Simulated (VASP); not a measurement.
# SrO (P6_3/mmc) in VASP: density of states with PBEsol

Aim: the density of states of SrO with PBEsol.

Program: VASP 6.6.1. These are calculated values, not measurements. Logs are shortened: lines on timing, memory, paths and dates and some standing lists are left out, and cuts for length are marked.

### 1 The cell of the first run

Symmetry: P6_3/mmc, No. 194, hexagonal system. Conventional cell: a = 3.553 Å, b = 3.553 Å, c = 6.217 Å, α = 90.00°, β = 90.00°, γ = 120.00°. Within 3.4 Å of Sr (site symmetry -6m2) lie 6 O at 2.57 Å. Within 3.4 Å of O (site symmetry -3m) lie 6 Sr at 2.57 Å and 2 O at 3.11 Å.

### 2 Density of states, PBEsol

POSCAR reads:

```
SrO
1.0
    3.5532880900      0.0000000000      0.0000000000
   -1.7766440500      3.0772377500      0.0000000000
    0.0000000000      0.0000000000      6.2173039800
Sr O
2 2
Direct
    0.3333333314      0.6666666721      0.2499999992
    0.6666666703      0.3333333312      0.7499999992
    0.0000000000      0.0000000000      0.0000000000
    0.0000000000      0.0000000000      0.5000000000
```

INCAR.step1 reads:

```
SYSTEM = SrO
PREC = Accurate
ENCUT = 520
EDIFF = 1E-6
ISMEAR = 0
SIGMA = 0.01
LREAL = .False.
LASPH = .True.
NELM = 80
ALGO = Normal
ISIF = 2
LWAVE = .False.
LCHARG = .True.
GGA = PS
NBANDS = 24
```

KPOINTS.step1 reads:

```
regular mesh
0
Gamma
  6 6 4
  0 0 0
```

INCAR.step2 reads:

```
SYSTEM = SrO
PREC = Accurate
ENCUT = 520
EDIFF = 1E-6
ISMEAR = -5
SIGMA = 0.01
LREAL = .False.
LASPH = .True.
NELM = 80
ALGO = Normal
ISIF = 2
LWAVE = .False.
LCHARG = .False.
GGA = PS
LORBIT = 11
NBANDS = 24
NEDOS = 2001
ICHARG = 11
```

KPOINTS.step2 reads:

```
regular mesh
0
Gamma
  9 9 6
  0 0 0
```

Potentials or basis: VASP PAW PBE potentials, release 64 (Sr_sv, O).

Command:

```sh
$ cat potpaw_PBE.64/Sr_sv/POTCAR potpaw_PBE.64/O/POTCAR > POTCAR
$ cp INCAR.step1 INCAR
$ cp KPOINTS.step1 KPOINTS
$ mpirun -np 1 vasp_std > vasp.out
$ cp INCAR.step2 INCAR
$ cp KPOINTS.step2 KPOINTS
$ mpirun -np 1 vasp_std > vasp.out
```

OUTCAR:

```text
SYSTEM = SrO
   PREC = Accurate
   ENCUT = 520
   EDIFF = 1E-6
   ISMEAR = -5
   LREAL = .False.
   LASPH = .True.
   NELM = 80
   ISIF = 2
   GGA = PS
   LORBIT = 11
   ICHARG = 11

 ion  position               nearest neighbor table
   1  0.333  0.667  0.250-   3 2.57   4 2.57   3 2.57   4 2.57   3 2.57   4 2.57   2 3.72   2 3.72
                             2 3.72   2 3.72   2 3.72   2 3.72
   2  0.667  0.333  0.750-   4 2.57   3 2.57   4 2.57   4 2.57   3 2.57   3 2.57   1 3.72   1 3.72
                             1 3.72   1 3.72   1 3.72   1 3.72
   3  0.000  0.000  0.000-   1 2.57   2 2.57   1 2.57   2 2.57   1 2.57   2 2.57
   4  0.000  0.000  0.500-   2 2.57   1 2.57   2 2.57   2 2.57   1 2.57   1 2.57

  LATTYP: Found a hexagonal cell.
 ALAT       =     3.5532880900
 C/A-ratio  =     1.7497325920

  Lattice vectors:

 A1 = (   3.5532880900,   0.0000000000,   0.0000000000)
 A2 = (  -1.7766440500,   3.0772377500,   0.0000000000)
 A3 = (   0.0000000000,   0.0000000000,   6.2173039800)

Analysis of symmetry for initial positions (statically):
=====================================================================
 Subroutine PRICEL returns:
 Original cell was already a primitive cell.

 Routine SETGRP: Setting up the symmetry group for a
 hexagonal supercell.

 Subroutine GETGRP returns: Found 24 space group operations
 (whereof 12 operations were pure point group operations)
 out of a pool of 24 trial point group operations.

The static configuration has the point symmetry D_3d.
 The point group associated with its full space group is D_6h.

Analysis of symmetry for dynamics (positions and initial velocities):
=====================================================================
 Subroutine PRICEL returns:
 Original cell was already a primitive cell.

 Routine SETGRP: Setting up the symmetry group for a
 hexagonal supercell.

 Subroutine GETGRP returns: Found 24 space group operations
 (whereof 12 operations were pure point group operations)
 out of a pool of 24 trial point group operations.

The dynamic configuration has the point symmetry D_3d.
 The point group associated with its full space group is D_6h.

 Subroutine INISYM returns: Found 24 space group operations
 (whereof 12 operations are pure point group operations),
 and found     1 'primitive' translations

----------------------------------------------------------------------------------------

                                     Primitive cell

  volume of cell :      67.9819

[... 92 lines left out ...]
   ENCUT  =  520.0 eV  38.22 Ry    6.18 a.u.   6.61  6.61 11.56*2*pi/ulx,y,z
   NELM   =     80;   NELMIN=  2; NELMDL=  0     # of ELM steps
   EDIFF  = 0.1E-05   stopping-criterion for ELM
   LREAL  =      F    real-space projection
[... 7 lines left out ...]
   TEBEG  =    0.0;   TEEND  =   0.0 temperature during run
   PSTRESS=    0.0 pullay stress
   NELECT =      32.0000    total number of electrons
   NUPDOWN=      -1.0000    fix difference up-down
   EMIN   =  10.00;   EMAX   =-10.00  energy-range for DOS
   EFERMI =   0.00;   METHOD = LEGACY
   ISMEAR =    -5;   SIGMA  =   0.01  broadening in eV -4-tet -1-fermi 0-gaus
   EFERMI_NEDOS =   21; number of points for ismear=-14 and -15
   IALGO  =     38    algorithm
   IMIX   =      4    mixing-type and parameters
     AMIX     =   0.40;   BMIX     =  1.00
     AMIX_MAG =   1.60;   BMIX_MAG =  1.00
  volume/ion in A,a.u.               =      17.00       114.69
  Fermi-wavevector in a.u.,A,eV,Ry     =   1.273484  2.406537 22.065419  1.621763
  Thomas-Fermi vector in A             =   2.406305
   LORBIT       =     11    0 simple, 1 ext, 2 COOP (PROOUT), +10 PAW based schemes
   GGA     = PS    functional components
   LHFCALC =     F    Hartree Fock is set to
   AEXX    =    0.0000 exact exchange contribution
   IVDW    =     0    specifies the selected vdW correction
   LEPSILON=     F    determine dielectric tensor
   LRPA    =     F    only Hartree local field effects (RPA)
 non-spin polarized calculation
 Fermi weights with tetrahedron method with Bloechl corrections
  energy-cutoff  :      520.00
  volume of cell :       67.98
 maximum number of plane-waves:      1865
 NGX is ok and might be reduce to    28

 number of electron      32.0000014 magnetization

 Free energy of the ion-electron system (eV)
  ---------------------------------------------------
  ext. energy  EPLUGINS =         0.00000000
  ---------------------------------------------------
  free energy    TOTEN  =       -24.94743269 eV

  energy without entropy =      -24.94743269  energy(sigma->0) =      -24.94743269

 E-fermi :   2.0420     XC(G=0): -10.2666

 val. band max:        2.0344374783   @ k =   0.0000   0.0000   0.0000
 cond. band min:       4.9626931120   @ k =   0.0000   0.0000   0.0000
 fundamental gap:      2.9282556337
 Fermi energy:         2.0419612798

 k-point     1 :       0.0000    0.0000    0.0000
  band No.  band energies     occupation
      1     -30.8020      2.00000
      2     -30.6914      2.00000
      3     -14.9847      2.00000
      4     -13.4285      2.00000
      5     -12.4889      2.00000
      6     -12.4889      2.00000
[... 637 lines left out ...]
     23      11.4662      0.00000
     24      11.4665      0.00000

 [... further k-points ...]
[... 5 lines left out ...]
  --------------------------------------------------------------------------------------
  -------------------------------------------------------------------------------------
  Total       -0.6849018     -0.6849018     -0.9366913      0.0000000     -0.0000000      0.0000000
  in kB      -16.1415529    -16.1415528    -22.0756504      0.0000000     -0.0000000      0.0000000
  external PRESSURE =     -18.1195854 kB  Pullay stress =       0.0000000 kB

 VOLUME and BASIS-vectors are now :
 -----------------------------------------------------------------------------
  energy-cutoff  :      520.00
  volume of cell :       67.98
      direct lattice vectors                 reciprocal lattice vectors
     3.553288090  0.000000000  0.000000000     0.281429475  0.162483383  0.000000000
    -1.776644050  3.077237750  0.000000000     0.000000000  0.324966766  0.000000000
     0.000000000  0.000000000  6.217303980     0.000000000  0.000000000  0.160841420

 POSITION                                       TOTAL-FORCE (eV/Angst)
 -----------------------------------------------------------------------------------
     -0.00000      2.05149      1.55433         0.000000     -0.000000      0.000000
      1.77664      1.02575      4.66298        -0.000000      0.000000      0.000000
      0.00000      0.00000      0.00000        -0.000000      0.000000      0.000000
      0.00000      0.00000      3.10865        -0.000000      0.000000      0.000000
 -----------------------------------------------------------------------------------
    total drift:                               -0.000006      0.000013     -0.000006

  FREE ENERGIE OF THE ION-ELECTRON SYSTEM (eV)
  ---------------------------------------------------
  free  energy   TOTEN  =       -24.9474326949 eV

  energy  without entropy=      -24.9474326949  energy(sigma->0) =      -24.94743269

 total charge

# of ion       s       p       d       tot
------------------------------------------
    1        2.016   5.768   0.273   8.057
    2        2.016   5.768   0.273   8.057
    3        1.548   3.398   0.000   4.945
    4        1.548   3.398   0.000   4.945
--------------------------------------------------
tot          7.128  18.332   0.546  26.005
```

OUTCAR.step1:

```text
SYSTEM = SrO
   PREC = Accurate
   ENCUT = 520
   EDIFF = 1E-6
   ISMEAR = 0
   LREAL = .False.
   LASPH = .True.
   NELM = 80
[... 794 lines left out ...]
      1.77664      1.02575      4.66298         0.000000     -0.000000      0.000000
      0.00000      0.00000      0.00000        -0.000000      0.000000      0.000000
      0.00000      0.00000      3.10865        -0.000000      0.000000      0.000000
 -----------------------------------------------------------------------------------
    total drift:                               -0.000006      0.000009     -0.000002

  FREE ENERGIE OF THE ION-ELECTRON SYSTEM (eV)
  ---------------------------------------------------
  free  energy   TOTEN  =       -24.9470790524 eV

  energy  without entropy=      -24.9470790524  energy(sigma->0) =      -24.94707905
```

OSZICAR.step1:

```text
N       E                     dE             d eps       ncg     rms          rms(c)
DAV:   1     0.166905142574E+03    0.16691E+03   -0.16256E+04  1008   0.128E+03
DAV:   2    -0.190041266271E+02   -0.18591E+03   -0.17508E+03  1512   0.278E+02
DAV:   3    -0.289136436896E+02   -0.99095E+01   -0.98317E+01  1536   0.576E+01
DAV:   4    -0.291417331983E+02   -0.22809E+00   -0.22801E+00  1344   0.687E+00
DAV:   5    -0.291432359166E+02   -0.15027E-02   -0.15027E-02  1408   0.666E-01    0.236E+01
DAV:   6    -0.252099647801E+02    0.39333E+01   -0.17119E+01  1080   0.230E+01    0.278E+01
DAV:   7    -0.250622792969E+02    0.14769E+00   -0.13921E+00  1448   0.636E+00    0.186E+01
DAV:   8    -0.249620277400E+02    0.10025E+00   -0.65863E-01  1064   0.526E+00    0.213E+00
DAV:   9    -0.249452009814E+02    0.16827E-01   -0.61479E-02  1536   0.171E+00    0.522E-01
DAV:  10    -0.249467448847E+02   -0.15439E-02   -0.70059E-03  1320   0.445E-01    0.216E-01
DAV:  11    -0.249470314117E+02   -0.28653E-03   -0.94378E-04  1160   0.174E-01    0.241E-02
DAV:  12    -0.249470823703E+02   -0.50959E-04   -0.11145E-04  1360   0.542E-02    0.417E-02
DAV:  13    -0.249470786764E+02    0.36939E-05   -0.10336E-05  1032   0.213E-02    0.141E-02
DAV:  14    -0.249470790524E+02   -0.37599E-06   -0.25521E-06  1152   0.101E-02
   1 F= -.24947079E+02 E0= -.24947079E+02  d E =-.870850E-13
```

Wall time 37 s (1 thread of Intel Xeon 6975P-C (Granite Rapids), shared host); peak memory 0.21 GiB.

What came out:

```
Valence electrons inside the program's atomic spheres : Sr 8.06; O 4.95
```

Caveat: the PAW data sets were made with another functional, which shifts forces and pressure a little.
